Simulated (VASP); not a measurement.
# O in VASP: further runs, part 2 of 3

VASP 6.6.1. The steps go on from the part before.

### 3 Single point, PBE+D3(BJ), collinear spin, ferromagnetic start

INCAR reads:

```
SYSTEM = O
ALGO = Normal
EDIFF = 1E-6
ENCUT = 520
GGA = PE
ISIF = 2
ISMEAR = -1
ISPIN = 2
IVDW = 12
LASPH = .True.
LCHARG = .False.
LORBIT = 11
LREAL = .False.
LWAVE = .False.
MAGMOM = 0.56 0.56 0.56 0.56 0.56 0.56 0.56 0.56 0.56 0.56 0.56 0.56
NBANDS = 52
NELM = 150
PREC = Accurate
SIGMA = 0.02
```

KPOINTS reads:

```
k-points
0
Gamma
  1 1 1
  0 0 0
```

POSCAR reads:

```
O
1.0
    6.0876040000      0.0000000000      0.0000000000
    0.0000000000      6.0876040000      0.0000000000
    0.0000000000      0.0000000000      6.0876040000
O
12
Direct
    0.3583840210      0.2510347256      0.4084529808
    0.3222450081      0.2358234865      0.2120867257
    0.7289403187      0.4032785313      0.2426898990
    0.6430280288      0.5223072986      0.1116695501
    0.8093824763      0.2286778181      0.7201683947
    0.9577988319      0.1215092177      0.8107130490
    0.5954723730      0.8114851097      0.6912571843
    0.4908499304      0.6730891168      0.5916120694
    0.1791673703      0.7378600842      0.9605749651
    0.1335336530      0.5671525283      0.8776359303
    1.0284998827      0.8405934420      0.4367235451
    0.8964939244      0.8737099194      0.2889806893
```

Potentials or basis: VASP PAW PBE potentials, release 64 (O).

Run with:

```bash
$ cat potpaw_PBE.64/O/POTCAR > POTCAR
$ mpirun -np 1 vasp_gam > vasp.out
```

OUTCAR:

```text
SYSTEM = O
   EDIFF = 1E-6
   ENCUT = 520
   GGA = PE
   ISIF = 2
   ISMEAR = -1
   ISPIN = 2
   IVDW = 12
   LASPH = .True.
   LORBIT = 11
   LREAL = .False.
   NELM = 150
   PREC = Accurate
 IVDW          = 12

 ion  position               nearest neighbor table
   1  0.358  0.251  0.408-   2 1.22
   2  0.322  0.236  0.212-   1 1.22
   3  0.729  0.403  0.243-   4 1.20
   4  0.643  0.522  0.112-   3 1.20
   5  0.809  0.229  0.720-   6 1.24
   6  0.958  0.122  0.811-   5 1.24
   7  0.595  0.811  0.691-   8 1.22
   8  0.491  0.673  0.592-   7 1.22
   9  0.179  0.738  0.961-  10 1.19
  10  0.134  0.567  0.878-   9 1.19
  11  0.028  0.841  0.437-  12 1.22
  12  0.896  0.874  0.289-  11 1.22

  LATTYP: Found a simple cubic cell.
 ALAT       =     6.0876040000

  Lattice vectors:

 A1 = (   6.0876040000,   0.0000000000,   0.0000000000)
 A2 = (   0.0000000000,   6.0876040000,   0.0000000000)
 A3 = (   0.0000000000,   0.0000000000,   6.0876040000)

Analysis of symmetry for initial positions (statically):
=====================================================================
 Subroutine PRICEL returns:
 Original cell was already a primitive cell.

 Routine SETGRP: Setting up the symmetry group for a
 simple cubic supercell.

 Subroutine GETGRP returns: Found  1 space group operations
 (whereof  1 operations were pure point group operations)
 out of a pool of 48 trial point group operations.

The static configuration has the point symmetry C_1 .

Analysis of symmetry for dynamics (positions and initial velocities):
=====================================================================
 Subroutine PRICEL returns:
 Original cell was already a primitive cell.

 Routine SETGRP: Setting up the symmetry group for a
 simple cubic supercell.

 Subroutine GETGRP returns: Found  1 space group operations
 (whereof  1 operations were pure point group operations)
 out of a pool of 48 trial point group operations.

The dynamic configuration has the point symmetry C_1 .

Analysis of structural, dynamic, and magnetic symmetry:
=====================================================================
 Subroutine PRICEL returns:
 Original cell was already a primitive cell.

 Routine SETGRP: Setting up the symmetry group for a
 simple cubic supercell.

 Subroutine GETGRP returns: Found  1 space group operations
 (whereof  1 operations were pure point group operations)
 out of a pool of 48 trial point group operations.

The overall configuration has the point symmetry C_1 .

 Subroutine INISYM returns: Found  1 space group operations
 (whereof  1 operations are pure point group operations),
 and found     1 'primitive' translations

----------------------------------------------------------------------------------------

                                     Primitive cell

  volume of cell :     225.6000

  direct lattice vectors                    reciprocal lattice vectors
     6.087604000  0.000000000  0.000000000     0.164268241  0.000000000  0.000000000
     0.000000000  6.087604000  0.000000000     0.000000000  0.164268241  0.000000000
     0.000000000  0.000000000  6.087604000     0.000000000  0.000000000  0.164268241

  length of vectors
     6.087604000  6.087604000  6.087604000     0.164268241  0.164268241  0.164268241

  position of ions in fractional coordinates (direct lattice)
     0.358384021  0.251034726  0.408452981
[... 102 lines left out ...]
   IVDW    =    12    specifies the selected vdW correction
   LEPSILON=     F    determine dielectric tensor
   LRPA    =     F    only Hartree local field effects (RPA)
 spin polarized calculation
  energy-cutoff  :      520.00
  volume of cell :      225.60
 maximum number of plane-waves:      3022
 NGX is ok and might be reduce to    48
   NGX = 23   NGY = 23   NGZ = 23

 number of electron      72.0000000 magnetization       6.7200000

 number of electron      72.0000010 magnetization      12.0002226

 Free energy of the ion-electron system (eV)
  ---------------------------------------------------
  ext. energy  EPLUGINS =         0.00000000
  ---------------------------------------------------
  free energy    TOTEN  =       -58.82801223 eV

  energy without entropy =      -58.82801223  energy(sigma->0) =      -58.82801223

 E-fermi :  -2.1066     XC(G=0):  -6.9588

 val. band max:       -2.6380006205   @ k =   0.0000   0.0000   0.0000
 cond. band min:      -1.1494503435   @ k =   0.0000   0.0000   0.0000
 fundamental gap:      1.4885502770
 Fermi energy:        -2.1065948316

 spin component 1

 k-point     1 :       0.0000    0.0000    0.0000
  band No.  band energies     occupation
      1     -29.6485      1.00000
      2     -29.5116      1.00000
      3     -29.0305      1.00000
      4     -28.9869      1.00000
      5     -28.9329      1.00000
      6     -28.4235      1.00000
[... 40 lines left out ...]
     47       6.3922      0.00000
     48       6.6293      0.00000
 Fermi energy:        -2.1065948316

 spin component 2

 k-point     1 :       0.0000    0.0000    0.0000
  band No.  band energies     occupation
      1     -28.4652      1.00000
      2     -28.3244      1.00000
      3     -27.8259      1.00000
      4     -27.7808      1.00000
      5     -27.7241      1.00000
      6     -27.1997      1.00000
[... 40 lines left out ...]
     47       7.0205      0.00000
     48       7.3045      0.00000
 [bands above 48 left out]

------------------------ aborting loop because EDIFF is reached ----------------------------------------

 Edisp (eV)   -0.49687

 E8    (eV) :    -0.1176

  FORCE on cell =-STRESS in cart. coord.  units (eV):
  Direction    XX          YY          ZZ          XY          YZ          ZX
  --------------------------------------------------------------------------------------
  -------------------------------------------------------------------------------------
  Total       3.02289     6.27514     4.93381     1.84880     1.18621     1.37428
  in kB      21.46809    44.56512    35.03917    13.12986     8.42431     9.75995
  external pressure =       33.69 kB  Pullay stress =        0.00 kB

 VOLUME and BASIS-vectors are now :
 -----------------------------------------------------------------------------
  energy-cutoff  :      520.00
  volume of cell :      225.60
      direct lattice vectors                 reciprocal lattice vectors
     6.087604000  0.000000000  0.000000000     0.164268241  0.000000000  0.000000000
     0.000000000  6.087604000  0.000000000     0.000000000  0.164268241  0.000000000
     0.000000000  0.000000000  6.087604000     0.000000000  0.000000000  0.164268241

 POSITION                                       TOTAL-FORCE (eV/Angst)
 -----------------------------------------------------------------------------------
      2.18170      1.52820      2.48650        -0.080737     -0.063138      1.140724
      1.96170      1.43560      1.29110        -0.440773     -0.307581     -0.958090
      4.43750      2.45500      1.47740         1.564360     -1.579737      1.680112
      3.91450      3.17960      0.67980        -1.095564      1.784574     -1.909381
      4.92720      1.39210      4.38410         0.553610     -0.345027      0.309423
      5.83070      0.73970      4.93530        -0.558389      0.488214     -0.267751
      3.62500      4.94000      4.20810         0.544985      0.720326      0.544439
      2.98810      4.09750      3.60150        -0.513047     -0.705538     -0.581656
      1.09070      4.49180      5.84760         0.989461      3.208157      1.577568
      0.81290      3.45260      5.34270        -0.964378     -3.280829     -1.559739
      0.17350      5.11720      2.65860         0.526926     -0.159064      0.435942
      5.45750      5.31880      1.75920        -0.526454      0.239642     -0.411592
 -----------------------------------------------------------------------------------
    total drift:                                0.000329      0.003247     -0.000737

  FREE ENERGIE OF THE ION-ELECTRON SYSTEM (eV)
  ---------------------------------------------------
  free  energy   TOTEN  =       -59.3248776039 eV

  energy  without entropy=      -59.3248776039  energy(sigma->0) =      -59.32487760

 total charge

# of ion       s       p       d       tot
------------------------------------------
    1        1.613   3.299   0.000   4.912
    2        1.613   3.301   0.000   4.914
    3        1.613   3.334   0.000   4.948
    4        1.614   3.334   0.000   4.947
    5        1.612   3.264   0.000   4.876
    6        1.614   3.262   0.000   4.876
    7        1.613   3.301   0.000   4.914
    8        1.613   3.301   0.000   4.914
    9        1.614   3.349   0.000   4.963
   10        1.614   3.348   0.000   4.962
   11        1.612   3.295   0.000   4.907
   12        1.613   3.294   0.000   4.907
--------------------------------------------------
tot         19.358  39.684   0.000  59.041

 magnetization (x)

# of ion       s       p       d       tot
------------------------------------------
    1        0.011   0.802   0.000   0.813
    2        0.010   0.798   0.000   0.809
    3        0.010   0.794   0.000   0.804
    4        0.011   0.795   0.000   0.806
    5        0.011   0.800   0.000   0.811
    6        0.011   0.805   0.000   0.817
    7        0.010   0.799   0.000   0.809
    8        0.011   0.798   0.000   0.809
    9        0.010   0.795   0.000   0.805
   10        0.010   0.794   0.000   0.804
   11        0.011   0.798   0.000   0.809
   12        0.011   0.802   0.000   0.813
--------------------------------------------------
tot          0.127   9.581   0.000   9.709
```

It took 25 s on 1 thread of Intel Xeon Platinum 8488C (Sapphire Rapids), shared host; peak memory 0.38 GiB.

Results:

* Free energy: -59.3249 eV
* Pressure: 3.4 GPa
* Largest force: 3.759 eV/Å
* Net moment: 12.00 μB per cell
* Site moments: O +0.81, +0.80, +0.82 (each value once) μB
* Valence electrons inside the program's atomic spheres: O 4.91, 4.95, 4.88, 4.96 (each value once)
* Dispersion energy per atom: -0.041 eV

Forces on the atoms (eV/Å):
```
O   -0.081 -0.063  1.141
O   -0.441 -0.308 -0.958
O    1.564 -1.580  1.680
O   -1.096  1.785 -1.909
O    0.554 -0.345  0.309
O   -0.558  0.488 -0.268
O    0.545  0.720  0.544
O   -0.513 -0.706 -0.582
O    0.989  3.208  1.578
O   -0.964 -3.281 -1.560
O    0.527 -0.159  0.436
O   -0.526  0.240 -0.412
```

Stress tensor (GPa, compression positive):
```
2.15 1.31 0.98
1.31 4.46 0.84
0.98 0.84 3.50
```

Levels at points of the mesh, in eV from the Fermi level:
Spin up:
```csv
k point,band 40,band 41,band 42,band 43,band 44,band 45
"(0.00, 0.00, 0.00)",-0.62,-0.57,-0.53,6.09,7.44,7.85
```
Spin down:
| k point | band 27 | band 28 | band 29 | band 30 | band 31 | band 32 | band 33 | band 34 |
| --- | --- | --- | --- | --- | --- | --- | --- | --- |
| (0.00, 0.00, 0.00) | -5.27 | -5.22 | -5.09 | -4.93 | 0.96 | 1.02 | 1.11 | 1.14 |

Caveat: the k points lie up to 1.03 Å⁻¹ apart, too coarse for converged energies, forces and pressures; the standard files for N, O and F lose accuracy on very short bonds.

### 4 Single point, PBE+D3(BJ), collinear spin, ferromagnetic start

INCAR reads:

```
ALGO = Normal
EDIFF = 1E-7
ENCUT = 520
GGA = PE
ISIF = 2
ISMEAR = -1
ISPIN = 2
IVDW = 12
LASPH = T
LCHARG = F
LORBIT = 11
LREAL = F
LWAVE = F
MAGMOM = 0.56 0.56 0.56 0.56 0.56 0.56 0.56 0.56 0.56 0.56 0.56 0.56
NBANDS = 52
NELM = 150
PREC = Accurate
SIGMA = 0.02
```

KPOINTS reads:

```
k-points
0
Gamma
  1 1 1
```

POSCAR reads:

```
O
1.0
    6.0876040000      0.0000000000      0.0000000000
    0.0000000000      6.0876040000      0.0000000000
    0.0000000000      0.0000000000      6.0876040000
O
12
Direct
    0.2722253287      0.2696298905      0.3928803516
    0.3151486200      0.1885963673      0.2190681260
    0.8193042780      0.4747516428      0.1539850490
    0.6450156745      0.5468654006      0.0867829116
    0.8849458670      0.2150435541      0.6665183872
    0.9558604666      0.0968525548      0.8123393046
    0.5807867923      0.8407248566      0.6818938945
    0.4512941381      0.7460242158      0.5652470167
    0.2324231340      0.6426666386      0.9509324194
    0.1656809477      0.5455512546      0.7950911393
    0.9594579411      0.7951075661      0.4216601474
    0.8817426363      0.8931099986      0.2687756957
```

Potentials or basis: VASP PAW PBE potentials, release 64 (O).

Run with:

```bash
$ cat potpaw_PBE.64/O/POTCAR > POTCAR
$ mpirun -np 1 vasp_gam > vasp.out
```

OUTCAR:

```text
EDIFF = 1E-7
   ENCUT = 520
   GGA = PE
   ISIF = 2
   ISMEAR = -1
   ISPIN = 2
   IVDW = 12
   LASPH = T
   LORBIT = 11
   LREAL = F
   NELM = 150
   PREC = Accurate
 IVDW          = 12

 ion  position               nearest neighbor table
   1  0.272  0.270  0.393-   2 1.20
   2  0.315  0.189  0.219-   1 1.20
   3  0.819  0.475  0.154-   4 1.22
   4  0.645  0.547  0.087-   3 1.22
   5  0.885  0.215  0.667-   6 1.22
   6  0.956  0.097  0.812-   5 1.22
   7  0.581  0.841  0.682-   8 1.21
   8  0.451  0.746  0.565-   7 1.21
   9  0.232  0.643  0.951-  10 1.19
  10  0.166  0.546  0.795-   9 1.19
  11  0.959  0.795  0.422-  12 1.20
[... 348 lines left out ...]
      5.36770      5.43690      1.63620        -0.856940      1.397217     -1.776646
 -----------------------------------------------------------------------------------
    total drift:                                0.000244      0.000761     -0.000785

  FREE ENERGIE OF THE ION-ELECTRON SYSTEM (eV)
  ---------------------------------------------------
  free  energy   TOTEN  =       -59.1849905892 eV

  energy  without entropy=      -59.1849905892  energy(sigma->0) =      -59.18499059

 total charge

# of ion       s       p       d       tot
------------------------------------------
    1        1.614   3.333   0.000   4.947
    2        1.613   3.333   0.000   4.946
    3        1.613   3.303   0.000   4.916
    4        1.614   3.299   0.000   4.913
    5        1.612   3.296   0.000   4.909
    6        1.613   3.295   0.000   4.907
    7        1.614   3.320   0.000   4.933
    8        1.614   3.319   0.000   4.933
    9        1.614   3.349   0.000   4.963
   10        1.616   3.348   0.000   4.963
   11        1.614   3.326   0.000   4.940
   12        1.613   3.327   0.000   4.940
--------------------------------------------------
tot         19.363  39.848   0.000  59.211

 magnetization (x)

# of ion       s       p       d       tot
------------------------------------------
    1        0.010   0.795   0.000   0.805
    2        0.010   0.795   0.000   0.805
    3        0.010   0.801   0.000   0.811
    4        0.011   0.798   0.000   0.809
    5        0.011   0.800   0.000   0.811
    6        0.011   0.798   0.000   0.809
    7        0.010   0.796   0.000   0.806
    8        0.011   0.797   0.000   0.808
    9        0.010   0.789   0.000   0.799
   10        0.011   0.799   0.000   0.810
   11        0.011   0.797   0.000   0.808
   12        0.010   0.795   0.000   0.805
--------------------------------------------------
tot          0.128   9.560   0.000   9.688
```

OSZICAR:

```text
N       E                     dE             d eps       ncg     rms          rms(c)
DAV:   1     0.711383065457E+03    0.71138E+03   -0.42345E+04   208   0.131E+03
DAV:   2     0.385526297668E+01   -0.70753E+03   -0.68386E+03   272   0.337E+02
DAV:   3    -0.562530379312E+02   -0.60108E+02   -0.57916E+02   224   0.104E+02
DAV:   4    -0.574435918510E+02   -0.11906E+01   -0.11799E+01   264   0.151E+01
DAV:   5    -0.574707819274E+02   -0.27190E-01   -0.27172E-01   248   0.201E+00    0.189E+01
DAV:   6    -0.582884226673E+02   -0.81764E+00   -0.79967E+00   224   0.140E+01    0.757E+00
DAV:   7    -0.587123837221E+02   -0.42396E+00   -0.14999E+00   224   0.660E+00    0.355E+00
DAV:   8    -0.586758547648E+02    0.36529E-01   -0.36867E-01   224   0.324E+00    0.127E+00
DAV:   9    -0.586834236745E+02   -0.75689E-02   -0.45331E-02   240   0.123E+00    0.556E-01
DAV:  10    -0.586863703658E+02   -0.29467E-02   -0.42756E-03   240   0.425E-01    0.211E-01
DAV:  11    -0.586867456000E+02   -0.37523E-03   -0.72917E-04   224   0.168E-01    0.711E-02
DAV:  12    -0.586867451641E+02    0.43584E-06   -0.13835E-04   240   0.886E-02    0.297E-02
DAV:  13    -0.586867479077E+02   -0.27436E-05   -0.52752E-05   232   0.442E-02    0.149E-02
DAV:  14    -0.586867469970E+02    0.91067E-06   -0.15662E-05   240   0.261E-02    0.786E-03
DAV:  15    -0.586867471058E+02   -0.10875E-06   -0.27424E-06   240   0.114E-02    0.381E-03
DAV:  16    -0.586867468510E+02    0.25475E-06   -0.11214E-06   224   0.670E-03    0.210E-03
DAV:  17    -0.586867466616E+02    0.18936E-06   -0.32417E-07   232   0.410E-03    0.104E-03
DAV:  18    -0.586867466654E+02   -0.37389E-08   -0.69829E-08   144   0.171E-03
   1 F= -.59184991E+02 E0= -.59184991E+02  d E =-.683273E-13  mag=    12.0000
```

stdout:

```text
POSCAR found type information on POSCAR O
 POSCAR found :  1 types and      12 ions
 scaLAPACK will be used
 LDA part: xc-table for (Slater+PW92), standard interpolation
 POSCAR, INCAR and KPOINTS ok, starting setup
 FFT: planning ... GRIDC
 FFT: planning ... GRID_SOFT
 FFT: planning ... GRID
 WAVECAR not read
 entering main loop
```

It took 30 s on 1 thread of Intel Xeon Platinum 8488C (Sapphire Rapids), shared host; peak memory 0.38 GiB.

What came out:

```yaml
Free_energy: -59.1850 eV
Pressure: 4.8 GPa
Largest_force: 3.635 eV/Å
Net_moment: 12.00 μB per cell
Site_moments: O +0.81, +0.80 (each value once) μB
Valence_electrons_inside_the_program's_atomic_spheres: O 4.95, 4.92, 4.91, 4.93, 4.96, 4.94 (each value once)
Dispersion_energy_per_atom: -0.042 eV
```

Forces on the atoms (eV/Å):
```
O   -0.583  1.253  2.623
O    0.684 -1.302 -2.684
O    0.757 -0.681  0.239
O   -0.866  0.225 -0.379
O   -0.410  0.445 -0.527
O    0.322 -0.420  0.604
O    1.225  0.999  1.165
O   -1.029 -0.768 -1.414
O    1.095  1.849  2.932
O   -1.459 -1.932 -2.612
O    1.121 -1.064  1.829
O   -0.857  1.397 -1.777
```

Levels at points of the mesh, in eV from the Fermi level:
Spin up:
```csv
k point,band 39,band 40,band 41,band 42,band 43,band 44,band 45,band 46
"(0.00, 0.00, 0.00)",-0.85,-0.78,-0.75,-0.60,5.77,7.19,7.91,8.20
```
Spin down:
```tsv
k point	band 26	band 27	band 28	band 29	band 30	band 31	band 32	band 33	band 34	band 35
(0.00, 0.00, 0.00)	-5.72	-5.68	-5.59	-5.27	-5.16	0.79	0.91	0.98	1.04	1.18
```

Caveat: the k points lie up to 1.03 Å⁻¹ apart, too coarse for converged energies, forces and pressures; the standard files for N, O and F lose accuracy on very short bonds.

(Continued in part 3 of 3.)
